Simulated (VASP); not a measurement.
# Sc7As (P-6m2) in VASP: single point with PBE

Aim: the single point of Sc7As with PBE.

Program: VASP 6.6.1. These are calculated values, not measurements. Logs are shortened: lines on timing, memory, paths and dates and some standing lists are left out, and cuts for length are marked.

## 1. The cell of the first run

The structure is hexagonal, space group P-6m2 (No. 187). Conventional cell: a = 3.400 Å, b = 3.400 Å, c = 19.263 Å, α = 90.00°, β = 90.00°, γ = 120.00°. Sc (site symmetry 3m) has 12 Sc at 3.20 to 3.40 Å within 4.2 Å. Within 4.2 Å of Sc (site symmetry -6m2) lie 12 Sc at 3.22 to 3.40 Å. Sc (site symmetry 3m) has 12 Sc at 3.20 to 3.40 Å within 4.2 Å. Within 3.6 Å of Sc (site symmetry 3m) lie 3 As at 2.72 Å and 9 Sc at 3.32 to 3.40 Å. As (site symmetry -6m2) has 6 Sc at 2.72 Å and 6 As at 3.40 Å within 3.6 Å.

## 2. Single point, PBE

INCAR

```
PREC = Accurate
ENCUT = 520
EDIFF = 1E-7
ISMEAR = 0
SIGMA = 0.1
LREAL = F
LASPH = T
NELM = 80
ALGO = Fast
ISIF = 2
LWAVE = F
LCHARG = T
GGA = PE
LELF = T
LVHAR = T
NBANDS = 51
```

KPOINTS

```
regular mesh
0
Gamma
  12 12 2
```

POSCAR

```
Sc7As
1.0
    3.4002594592      0.0000000000      0.0000000000
   -1.7001297296      2.9447110711      0.0000000000
    0.0000000000      0.0000000000     19.2631181179
Sc As
7 1
Direct
    0.0000000000      0.0000000000      0.3675600896
    0.6666666667      0.3333333333      0.5000000000
    0.0000000000      0.0000000000      0.6324399104
    0.6666666667      0.3333333333      0.7634493515
    0.0000000000      0.0000000000      0.9025407631
    0.0000000000      0.0000000000      0.0974592369
    0.6666666667      0.3333333333      0.2365506485
    0.3333333333      0.6666666667      0.0000000000
```

Potentials or basis: VASP PAW PBE potentials, release 64 (Sc_sv, As).

Launch:

```console
cat potpaw_PBE.64/Sc_sv/POTCAR potpaw_PBE.64/As/POTCAR > POTCAR
mpirun -np 1 vasp_std > vasp.out
```

OUTCAR:

```text
PREC = Accurate
   ENCUT = 520
   EDIFF = 1E-7
   ISMEAR = 0
   LREAL = F
   LASPH = T
   NELM = 80
   ISIF = 2
   GGA = PE

 ion  position               nearest neighbor table
   1  0.000  0.000  0.368-   7 3.20   7 3.20   7 3.20   2 3.22   2 3.22   2 3.22
   2  0.667  0.333  0.500-   1 3.22   3 3.22   1 3.22   3 3.22   1 3.22   3 3.22
   3  0.000  0.000  0.632-   4 3.20   4 3.20   4 3.20   2 3.22   2 3.22   2 3.22
   4  0.667  0.333  0.763-   3 3.20   3 3.20   3 3.20   5 3.32   5 3.32   5 3.32
   5  0.000  0.000  0.903-   8 2.72   8 2.72   8 2.72   4 3.32   4 3.32   4 3.32
   6  0.000  0.000  0.097-   8 2.72   8 2.72   8 2.72   7 3.32   7 3.32   7 3.32
   7  0.667  0.333  0.237-   1 3.20   1 3.20   1 3.20   6 3.32   6 3.32   6 3.32
   8  0.333  0.667  0.000-   5 2.72   6 2.72   5 2.72   6 2.72   5 2.72   6 2.72

  LATTYP: Found a hexagonal cell.
 ALAT       =     3.4002594592
 C/A-ratio  =     5.6651906565

  Lattice vectors:

 A1 = (   3.4002594592,   0.0000000000,   0.0000000000)
 A2 = (  -1.7001297296,   2.9447110711,   0.0000000000)
 A3 = (   0.0000000000,   0.0000000000,  19.2631181179)

Analysis of symmetry for initial positions (statically):
=====================================================================
 Subroutine PRICEL returns:
 Original cell was already a primitive cell.

 Routine SETGRP: Setting up the symmetry group for a
 hexagonal supercell.

 Subroutine GETGRP returns: Found 12 space group operations
 (whereof 12 operations were pure point group operations)
 out of a pool of 24 trial point group operations.

The static configuration has the point symmetry D_3h.

Analysis of symmetry for dynamics (positions and initial velocities):
=====================================================================
 Subroutine PRICEL returns:
 Original cell was already a primitive cell.

 Routine SETGRP: Setting up the symmetry group for a
 hexagonal supercell.

 Subroutine GETGRP returns: Found 12 space group operations
 (whereof 12 operations were pure point group operations)
 out of a pool of 24 trial point group operations.

The dynamic configuration has the point symmetry D_3h.

 Subroutine INISYM returns: Found 12 space group operations
 (whereof 12 operations are pure point group operations),
 and found     1 'primitive' translations

----------------------------------------------------------------------------------------

                                     Primitive cell

  volume of cell :     192.8774

  direct lattice vectors                    reciprocal lattice vectors
     3.400259459  0.000000000  0.000000000     0.294095204  0.169795945  0.000000000
    -1.700129730  2.944711071  0.000000000     0.000000000  0.339591891  0.000000000
     0.000000000  0.000000000 19.263118118     0.000000000  0.000000000  0.051912676

  length of vectors
     3.400259459  3.400259459 19.263118118     0.339591891  0.339591891  0.051912676

  position of ions in fractional coordinates (direct lattice)
     0.000000000  0.000000000  0.367560090
     0.666666667  0.333333333  0.500000000
     0.000000000  0.000000000  0.632439910
     0.666666667  0.333333333  0.763449352
     0.000000000  0.000000000  0.902540763
     0.000000000  0.000000000  0.097459237
     0.666666667  0.333333333  0.236550648
     0.333333333  0.666666667  0.000000000

  ion indices of the primitive-cell ions
   primitive index   ion index
                 1           1
                 2           2
                 3           3
                 4           4
                 5           5
                 6           6
                 7           7
                 8           8

----------------------------------------------------------------------------------------

 KPOINTS: regular mesh

Automatic generation of k-mesh.
 Grid dimensions read from file:
 generate k-points for:   12   12    2

 Generating k-lattice:

  Cartesian coordinates                     Fractional coordinates (reciprocal lattice)
     0.024507934  0.014149662  0.000000000     0.083333333  0.000000000  0.000000000
     0.000000000  0.028299324  0.000000000     0.000000000  0.083333333  0.000000000
     0.000000000  0.000000000  0.025956338     0.000000000  0.000000000  0.500000000

  Length of vectors
     0.028299324  0.028299324  0.025956338

  Shift w.r.t. Gamma in fractional coordinates (k-lattice)
     0.000000000  0.000000000  0.000000000

 Subroutine IBZKPT returns following result:
 ===========================================

 Found     38 irreducible k-points:

 Following reciprocal coordinates:
            Coordinates               Weight
  0.000000  0.000000  0.000000      1.000000
  0.083333 -0.000000  0.000000      6.000000
  0.166667 -0.000000  0.000000      6.000000
  0.250000 -0.000000  0.000000      6.000000
  0.333333 -0.000000  0.000000      6.000000
  0.416667 -0.000000  0.000000      6.000000
[... 16 lines left out ...]
  0.250000 -0.000000  0.500000      6.000000
  0.333333 -0.000000  0.500000      6.000000
 [... further k-points ...]
   k-points           NKPTS =     38   k-points in BZ     NKDIM =     38   number of bands    NBANDS=     51
   number of dos      NEDOS =    301   number of ions     NIONS =      8
   total plane-waves  NPLWV = 112896
   dimension x,y,z NGX =    28 NGY =   28 NGZ =  144
   dimension x,y,z NGXF=    56 NGYF=   56 NGZF=  288
   ions per type =               7   1
   NGX,Y,Z   is equivalent  to a cutoff of  13.69, 13.69, 12.43 a.u.
   NGXF,Y,Z  is equivalent  to a cutoff of  27.38, 27.38, 24.86 a.u.
 SYSTEM =  unknown system
   PREC   = accura    normal or accurate (medium, high low for compatibility)
   ISTART =      0    job   : 0-new  1-cont  2-samecut
   ICHARG =      2    charge: 1-file 2-atom 10-const
   ISPIN  =      1    spin polarized calculation?
   LNONCOLLINEAR =      F non collinear calculations
   LSORBIT =      F    spin-orbit coupling
   LASPH  =      T    aspherical Exc in radial PAW
   ENCUT  =  520.0 eV  38.22 Ry    6.18 a.u.   6.32  6.32 35.82*2*pi/ulx,y,z
   NELM   =     80;   NELMIN=  2; NELMDL= -5     # of ELM steps
   EDIFF  = 0.1E-06   stopping-criterion for ELM
   LREAL  =      F    real-space projection
   EDIFFG = 0.1E-05   stopping-criterion for IOM
   NSW    =      0    number of steps for IOM
   IBRION =     -1    ionic relax: 0-MD 1-quasi-New 2-CG
   NFREE  =      0    steps in history (QN), initial steepest desc. (CG)
   ISIF   =      2    stress and relaxation
   ISYM   =      2    0-nonsym 1-usesym 2-fastsym
   POTIM  = 0.5000    time-step for ionic-motion
   TEBEG  =    0.0;   TEEND  =   0.0 temperature during run
   PSTRESS=    0.0 pullay stress
   NELECT =      82.0000    total number of electrons
   NUPDOWN=      -1.0000    fix difference up-down
   EMIN   =  10.00;   EMAX   =-10.00  energy-range for DOS
   EFERMI =   0.00;   METHOD = LEGACY
   ISMEAR =     0;   SIGMA  =   0.10  broadening in eV -4-tet -1-fermi 0-gaus
   EFERMI_NEDOS =   21; number of points for ismear=-14 and -15
   IALGO  =     68    algorithm
   IMIX   =      4    mixing-type and parameters
     AMIX     =   0.40;   BMIX     =  1.00
     AMIX_MAG =   1.60;   BMIX_MAG =  1.00
  volume/ion in A,a.u.               =      24.11       162.70
  Fermi-wavevector in a.u.,A,eV,Ry     =   1.230984  2.326222 20.617195  1.515321
  Thomas-Fermi vector in A             =   2.365811
   LORBIT       =      0    0 simple, 1 ext, 2 COOP (PROOUT), +10 PAW based schemes
   GGA     = PE    functional components
   LHFCALC =     F    Hartree Fock is set to
   AEXX    =    0.0000 exact exchange contribution
   IVDW    =     0    specifies the selected vdW correction
   LEPSILON=     F    determine dielectric tensor
   LRPA    =     F    only Hartree local field effects (RPA)
 non-spin polarized calculation
 RMM-DIIS sequential band-by-band and
 Gauss-broadening in eV      SIGMA  =   0.10
  energy-cutoff  :      520.00
  volume of cell :      192.88
 maximum number of plane-waves:      5228
 NGX is ok and might be reduce to    28
   NGX = 13   NGY = 13   NGZ = 71

 number of electron      82.0000013 magnetization

 Free energy of the ion-electron system (eV)
  ---------------------------------------------------
  ext. energy  EPLUGINS =         0.00000000
  ---------------------------------------------------
  free energy    TOTEN  =       -49.99923205 eV

  energy without entropy =      -49.92969430  energy(sigma->0) =      -49.96446318

 E-fermi :   3.8272     XC(G=0):  -9.9011

 val. band max:        3.8271405771   @ k =   0.3333   0.0833   0.0000
 cond. band min:       3.8316422499   @ k =   0.0833  -0.0000   0.5000
 fundamental gap:      0.0045016728
 Fermi energy:         3.8272406147

 k-point     1 :       0.0000    0.0000    0.0000
  band No.  band energies     occupation
      1     -45.6815      2.00000
      2     -45.6685      2.00000
      3     -45.6649      2.00000
      4     -45.6101      2.00000
      5     -45.6094      2.00000
      6     -45.6007      2.00000
[... 43 lines left out ...]
     50       5.3427      0.00000
     51       5.3749      0.00000

 k-point     2 :       0.0833   -0.0000    0.0000
  band No.  band energies     occupation
      1     -45.6792      2.00000
      2     -45.6665      2.00000
      3     -45.6632      2.00000
      4     -45.6086      2.00000
      5     -45.6078      2.00000
      6     -45.5996      2.00000
[... 43 lines left out ...]
     50       5.3862      0.00000
     51       5.6114      0.00000

 k-point     3 :       0.1667   -0.0000    0.0000
  band No.  band energies     occupation
      1     -45.6731      2.00000
      2     -45.6610      2.00000
      3     -45.6585      2.00000
      4     -45.6043      2.00000
      5     -45.6034      2.00000
      6     -45.5965      2.00000
[... 43 lines left out ...]
     50       5.5558      0.00000
     51       5.6365      0.00000
[... 1027 lines left out ...]
 k-point    23 :       0.2500   -0.0000    0.5000
  band No.  band energies     occupation
      1     -45.6647      2.00000
      2     -45.6535      2.00000
      3     -45.6518      2.00000
      4     -45.5990      2.00000
      5     -45.5965      2.00000
      6     -45.5927      2.00000
[... 43 lines left out ...]
     50       5.4423      0.00000
     51       5.5319      0.00000

 k-point    24 :       0.3333   -0.0000    0.5000
  band No.  band energies     occupation
      1     -45.6563      2.00000
      2     -45.6458      2.00000
      3     -45.6450      2.00000
      4     -45.5929      2.00000
      5     -45.5907      2.00000
      6     -45.5886      2.00000
[... 43 lines left out ...]
     50       5.3516      0.00000
     51       5.4113      0.00000

 [... further k-points ...]

------------------------ aborting loop because EDIFF is reached ----------------------------------------

  FORCE on cell =-STRESS in cart. coord.  units (eV):
  Direction    XX          YY          ZZ          XY          YZ          ZX
  --------------------------------------------------------------------------------------
  -------------------------------------------------------------------------------------
  Total        0.0804129      0.0804129      0.1240858      0.0000000      0.0000000      0.0000000
  in kB        0.6679668      0.6679668      1.0307449      0.0000000      0.0000000      0.0000000
  external PRESSURE =       0.7888928 kB  Pullay stress =       0.0000000 kB

 VOLUME and BASIS-vectors are now :
 -----------------------------------------------------------------------------
  energy-cutoff  :      520.00
  volume of cell :      192.88
      direct lattice vectors                 reciprocal lattice vectors
     3.400259459  0.000000000  0.000000000     0.294095204  0.169795945  0.000000000
    -1.700129730  2.944711071  0.000000000     0.000000000  0.339591891  0.000000000
     0.000000000  0.000000000 19.263118118     0.000000000  0.000000000  0.051912676

 POSITION                                       TOTAL-FORCE (eV/Angst)
 -----------------------------------------------------------------------------------
      0.00000      0.00000      7.08035         0.000000     -0.000000      0.000801
      1.70013      0.98157      9.63156        -0.000000      0.000000      0.000000
      0.00000      0.00000     12.18276         0.000000     -0.000000     -0.000801
      1.70013      0.98157     14.70642        -0.000000     -0.000000      0.002940
      0.00000      0.00000     17.38575         0.000000     -0.000000     -0.028097
      0.00000      0.00000      1.87737         0.000000     -0.000000      0.028097
      1.70013      0.98157      4.55670        -0.000000     -0.000000     -0.002940
     -0.00000      1.96314      0.00000         0.000000     -0.000000      0.000000
 -----------------------------------------------------------------------------------
    total drift:                               -0.000001      0.000000      0.000000

  FREE ENERGIE OF THE ION-ELECTRON SYSTEM (eV)
  ---------------------------------------------------
  free  energy   TOTEN  =       -49.9992320519 eV

  energy  without entropy=      -49.9296943015  energy(sigma->0) =      -49.96446318
```

It took 9.5 min on 1 thread of Intel Xeon 6975P-C (Granite Rapids), shared host; peak memory 0.51 GiB.

What came out:

```yaml
Free_energy: -49.9992 eV
Pressure: 0.1 GPa
Largest_force: 0.028 eV/Å
Band_gap_on_the_k_mesh: zero (bands 41 and 42 overlap by 1.10 eV)
```

Forces on the atoms (eV/Å):
```
Sc   0.000  0.000  0.001
Sc   0.000  0.000  0.000
Sc   0.000  0.000 -0.001
Sc   0.000  0.000  0.003
Sc   0.000  0.000 -0.028
Sc   0.000  0.000  0.028
Sc   0.000  0.000 -0.003
As   0.000  0.000  0.000
```
